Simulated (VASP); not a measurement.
# Ti (P6_3/mmc) in VASP: single point with PBE

Aim: the single point of Ti with PBE.

All numbers are computed with VASP 6.6.1; they aren't measurements. Logs are shortened: lines on timing, memory, paths and dates and some standing lists are left out, and cuts for length are marked.

### Step 1. The cell of the first run

Symmetry: P6_3/mmc, No. 194, hexagonal system. Conventional cell: a = 2.941 Å, b = 2.941 Å, c = 4.628 Å, α = 90.00°, β = 90.00°, γ = 120.00°. Ti (site symmetry -6m2) has 12 Ti at 2.87 to 2.94 Å within 3.8 Å.

### Step 2. Single point, PBE

The input, INCAR:

```
SYSTEM = Ti
PREC = Accurate ; ENCUT = 500
EDIFF = 1E-6 ; ISMEAR = 0
SIGMA = 0.05 ; LREAL = .FALSE.
LASPH = .TRUE. ; NELM = 120
ALGO = Normal ; ISIF = 2
LWAVE = .FALSE. ; LCHARG = .FALSE.
GGA = PE ; NBANDS = 19
GGA_COMPAT = .FALSE.
```

The input, KPOINTS:

```
Automatic mesh
0
G
  8 8 4
  0 0 0
```

The input, POSCAR:

```
Ti
1.0
    2.9413227344      0.0000000000      0.0000000000
   -1.4706613672      2.5472602087      0.0000000000
    0.0000000000      0.0000000000      4.6283452919
Ti
2
Direct
    0.3333333333      0.6666666667      0.7500000000
    0.6666666667      0.3333333333      0.2500000000
```

Potentials or basis: VASP PAW PBE potentials, release 64 (Ti_sv).

Run with:

```
$ cat potpaw_PBE.64/Ti_sv/POTCAR > POTCAR
$ mpirun -np 1 vasp_std > vasp.out
```

OUTCAR:

```text
SYSTEM = Ti
   PREC = Accurate
   ENCUT = 500
   EDIFF = 1E-6
   ISMEAR = 0
   LREAL = .FALSE.
   LASPH = .TRUE.
   NELM = 120
   ISIF = 2
   GGA = PE

 ion  position               nearest neighbor table
   1  0.333  0.667  0.750-   2 2.87   2 2.87   2 2.87   2 2.87   2 2.87   2 2.87
   2  0.667  0.333  0.250-   1 2.87   1 2.87   1 2.87   1 2.87   1 2.87   1 2.87

  LATTYP: Found a hexagonal cell.
 ALAT       =     2.9413227344
 C/A-ratio  =     1.5735591466

  Lattice vectors:

 A1 = (   2.9413227344,   0.0000000000,   0.0000000000)
 A2 = (  -1.4706613672,   2.5472602087,   0.0000000000)
 A3 = (   0.0000000000,   0.0000000000,   4.6283452919)

Analysis of symmetry for initial positions (statically):
=====================================================================
 Subroutine PRICEL returns:
 Original cell was already a primitive cell.

 Routine SETGRP: Setting up the symmetry group for a
 hexagonal supercell.

 Subroutine GETGRP returns: Found 24 space group operations
 (whereof 12 operations were pure point group operations)
 out of a pool of 24 trial point group operations.

The static configuration has the point symmetry D_3d.
 The point group associated with its full space group is D_6h.

Analysis of symmetry for dynamics (positions and initial velocities):
=====================================================================
 Subroutine PRICEL returns:
 Original cell was already a primitive cell.

 Routine SETGRP: Setting up the symmetry group for a
 hexagonal supercell.

 Subroutine GETGRP returns: Found 24 space group operations
 (whereof 12 operations were pure point group operations)
 out of a pool of 24 trial point group operations.

The dynamic configuration has the point symmetry D_3d.
 The point group associated with its full space group is D_6h.

 Subroutine INISYM returns: Found 24 space group operations
 (whereof 12 operations are pure point group operations),
 and found     1 'primitive' translations

----------------------------------------------------------------------------------------

                                     Primitive cell

  volume of cell :      34.6770

  direct lattice vectors                    reciprocal lattice vectors
     2.941322734  0.000000000  0.000000000     0.339983093  0.196289330  0.000000000
    -1.470661367  2.547260209  0.000000000     0.000000000  0.392578660  0.000000000
     0.000000000  0.000000000  4.628345292     0.000000000  0.000000000  0.216059939

  length of vectors
     2.941322734  2.941322734  4.628345292     0.392578660  0.392578660  0.216059939

  position of ions in fractional coordinates (direct lattice)
     0.333333333  0.666666667  0.750000000
     0.666666667  0.333333333  0.250000000

  ion indices of the primitive-cell ions
   primitive index   ion index
                 1           1
                 2           2

----------------------------------------------------------------------------------------

 KPOINTS: Automatic mesh

Automatic generation of k-mesh.
 Grid dimensions read from file:
 generate k-points for:    8    8    4

 Generating k-lattice:

  Cartesian coordinates                     Fractional coordinates (reciprocal lattice)
     0.042497887  0.024536166  0.000000000     0.125000000  0.000000000  0.000000000
     0.000000000  0.049072333  0.000000000     0.000000000  0.125000000  0.000000000
     0.000000000  0.000000000  0.054014985     0.000000000  0.000000000  0.250000000

  Length of vectors
     0.049072333  0.049072333  0.054014985

  Shift w.r.t. Gamma in fractional coordinates (k-lattice)
     0.000000000  0.000000000  0.000000000

 Subroutine IBZKPT returns following result:
 ===========================================

 Found     30 irreducible k-points:

 Following reciprocal coordinates:
            Coordinates               Weight
  0.000000  0.000000  0.000000      1.000000
  0.125000  0.000000  0.000000      6.000000
  0.250000  0.000000  0.000000      6.000000
  0.375000  0.000000  0.000000      6.000000
  0.500000  0.000000  0.000000      3.000000
  0.125000  0.125000  0.000000      6.000000
[... 16 lines left out ...]
  0.250000  0.000000  0.500000      6.000000
  0.375000  0.000000  0.500000      6.000000
 [... further k-points ...]
   k-points           NKPTS =     30   k-points in BZ     NKDIM =     30   number of bands    NBANDS=     19
   number of dos      NEDOS =    301   number of ions     NIONS =      2
   total plane-waves  NPLWV =  20736
   dimension x,y,z NGX =    24 NGY =   24 NGZ =   36
   dimension x,y,z NGXF=    48 NGYF=   48 NGZF=   72
   ions per type =               2
   NGX,Y,Z   is equivalent  to a cutoff of  13.56, 13.56, 12.93 a.u.
   NGXF,Y,Z  is equivalent  to a cutoff of  27.13, 27.13, 25.86 a.u.
 SYSTEM =  Ti
   PREC   = accura    normal or accurate (medium, high low for compatibility)
   ISTART =      0    job   : 0-new  1-cont  2-samecut
   ICHARG =      2    charge: 1-file 2-atom 10-const
   ISPIN  =      1    spin polarized calculation?
   LNONCOLLINEAR =      F non collinear calculations
   LSORBIT =      F    spin-orbit coupling
   LASPH  =      T    aspherical Exc in radial PAW
   ENCUT  =  500.0 eV  36.75 Ry    6.06 a.u.   5.36  5.36  8.44*2*pi/ulx,y,z
   NELM   =    120;   NELMIN=  2; NELMDL= -5     # of ELM steps
   EDIFF  = 0.1E-05   stopping-criterion for ELM
   LREAL  =      F    real-space projection
   EDIFFG = 0.1E-04   stopping-criterion for IOM
   NSW    =      0    number of steps for IOM
   IBRION =     -1    ionic relax: 0-MD 1-quasi-New 2-CG
   NFREE  =      0    steps in history (QN), initial steepest desc. (CG)
   ISIF   =      2    stress and relaxation
   ISYM   =      2    0-nonsym 1-usesym 2-fastsym
   POTIM  = 0.5000    time-step for ionic-motion
   TEBEG  =    0.0;   TEEND  =   0.0 temperature during run
   PSTRESS=    0.0 pullay stress
   NELECT =      24.0000    total number of electrons
   NUPDOWN=      -1.0000    fix difference up-down
   EMIN   =  10.00;   EMAX   =-10.00  energy-range for DOS
   EFERMI =   0.00;   METHOD = LEGACY
   ISMEAR =     0;   SIGMA  =   0.05  broadening in eV -4-tet -1-fermi 0-gaus
   EFERMI_NEDOS =   21; number of points for ismear=-14 and -15
   IALGO  =     38    algorithm
   IMIX   =      4    mixing-type and parameters
     AMIX     =   0.40;   BMIX     =  1.00
     AMIX_MAG =   1.60;   BMIX_MAG =  1.00
  volume/ion in A,a.u.               =      17.34       117.01
  Fermi-wavevector in a.u.,A,eV,Ry     =   1.448098  2.736509 28.531257  2.096988
  Thomas-Fermi vector in A             =   2.565978
   LORBIT       =      0    0 simple, 1 ext, 2 COOP (PROOUT), +10 PAW based schemes
   GGA     = PE    functional components
   LHFCALC =     F    Hartree Fock is set to
   AEXX    =    0.0000 exact exchange contribution
   IVDW    =     0    specifies the selected vdW correction
   LEPSILON=     F    determine dielectric tensor
   LRPA    =     F    only Hartree local field effects (RPA)
 non-spin polarized calculation
 Gauss-broadening in eV      SIGMA  =   0.05
  energy-cutoff  :      500.00
  volume of cell :       34.68
 maximum number of plane-waves:       905
 NGX is ok and might be reduce to    24
   NGX = 11   NGY = 11   NGZ = 17

 number of electron      24.0000003 magnetization

 Free energy of the ion-electron system (eV)
  ---------------------------------------------------
  ext. energy  EPLUGINS =         0.00000000
  ---------------------------------------------------
  free energy    TOTEN  =       -15.68993482 eV

  energy without entropy =      -15.68851407  energy(sigma->0) =      -15.68922445

 E-fermi :   8.4088     XC(G=0): -11.5044

 val. band max:        8.3959120885   @ k =   0.3750   0.2500   0.2500
 cond. band min:       8.4689727095   @ k =   0.0000   0.0000   0.5000
 fundamental gap:      0.0730606210
 Fermi energy:         8.4087548396

 k-point     1 :       0.0000    0.0000    0.0000
  band No.  band energies     occupation
      1     -48.4981      2.00000
      2     -48.3572      2.00000
      3     -25.0907      2.00000
      4     -24.4482      2.00000
      5     -24.4482      2.00000
      6     -24.3691      2.00000
[... 11 lines left out ...]
     18       9.9549      0.00000
     19      11.5163      0.00000

 k-point     2 :       0.1250    0.0000    0.0000
  band No.  band energies     occupation
      1     -48.4832      2.00000
      2     -48.3517      2.00000
      3     -25.0568      2.00000
      4     -24.5152      2.00000
      5     -24.4706      2.00000
      6     -24.4129      2.00000
[... 11 lines left out ...]
     18       9.9034      0.00000
     19      11.6334      0.00000

 k-point     3 :       0.2500    0.0000    0.0000
  band No.  band energies     occupation
      1     -48.4453      2.00000
      2     -48.3403      2.00000
      3     -24.9657      2.00000
      4     -24.6791      2.00000
      5     -24.5736      2.00000
      6     -24.5219      2.00000
[... 11 lines left out ...]
     18      10.6088      0.00000
     19      11.8138      0.00000

 k-point     4 :       0.3750    0.0000    0.0000
  band No.  band energies     occupation
      1     -48.4024      2.00000
      2     -48.3337      2.00000
      3     -24.8497      2.00000
      4     -24.8451      2.00000
      5     -24.7260      2.00000
      6     -24.5706      2.00000
[... 407 lines left out ...]
     18      11.1345      0.00000
     19      11.2820      0.00000

 k-point    23 :       0.2500    0.0000    0.5000
  band No.  band energies     occupation
      1     -48.3931      2.00000
      2     -48.3931      2.00000
      3     -24.8185      2.00000
      4     -24.8185      2.00000
      5     -24.5077      2.00000
      6     -24.5077      2.00000
[... 11 lines left out ...]
     18      11.1687      0.00000
     19      11.5866      0.00000

 k-point    24 :       0.3750    0.0000    0.5000
  band No.  band energies     occupation
      1     -48.3681      2.00000
      2     -48.3681      2.00000
      3     -24.9299      2.00000
      4     -24.9299      2.00000
      5     -24.5290      2.00000
      6     -24.5290      2.00000
[... 11 lines left out ...]
     18      11.5382      0.00000
     19      11.9249      0.00000

 [... further k-points ...]

------------------------ aborting loop because EDIFF is reached ----------------------------------------

  FORCE on cell =-STRESS in cart. coord.  units (eV):
  Direction    XX          YY          ZZ          XY          YZ          ZX
  --------------------------------------------------------------------------------------
  -------------------------------------------------------------------------------------
  Total       -0.0363418     -0.0363418     -0.0604782      0.0000000     -0.0000000      0.0000000
  in kB       -1.6790959     -1.6790959     -2.7942640      0.0000000     -0.0000000      0.0000000
  external PRESSURE =      -2.0508186 kB  Pullay stress =       0.0000000 kB

 VOLUME and BASIS-vectors are now :
 -----------------------------------------------------------------------------
  energy-cutoff  :      500.00
  volume of cell :       34.68
      direct lattice vectors                 reciprocal lattice vectors
     2.941322734  0.000000000  0.000000000     0.339983093  0.196289330  0.000000000
    -1.470661367  2.547260209  0.000000000     0.000000000  0.392578660  0.000000000
     0.000000000  0.000000000  4.628345292     0.000000000  0.000000000  0.216059939

 POSITION                                       TOTAL-FORCE (eV/Angst)
 -----------------------------------------------------------------------------------
     -0.00000      1.69817      3.47126         0.000000      0.000000      0.000000
      1.47066      0.84909      1.15709        -0.000000     -0.000000      0.000000
 -----------------------------------------------------------------------------------
    total drift:                               -0.000000      0.000000     -0.000000

  FREE ENERGIE OF THE ION-ELECTRON SYSTEM (eV)
  ---------------------------------------------------
  free  energy   TOTEN  =       -15.6899348222 eV

  energy  without entropy=      -15.6885140728  energy(sigma->0) =      -15.68922445
```

It took 30 s on 1 thread of Intel Xeon 8259CL, shared host; peak memory 0.16 GiB.

What came out:

```yaml
Free_energy: -15.6899 eV
Pressure: -0.2 GPa
Band_gap_on_the_k_mesh: zero (bands 12 and 13 overlap by 1.00 eV)
```

Stress tensor (GPa, compression positive):
```
-0.17  0.00  0.00
 0.00 -0.17  0.00
 0.00  0.00 -0.28
```
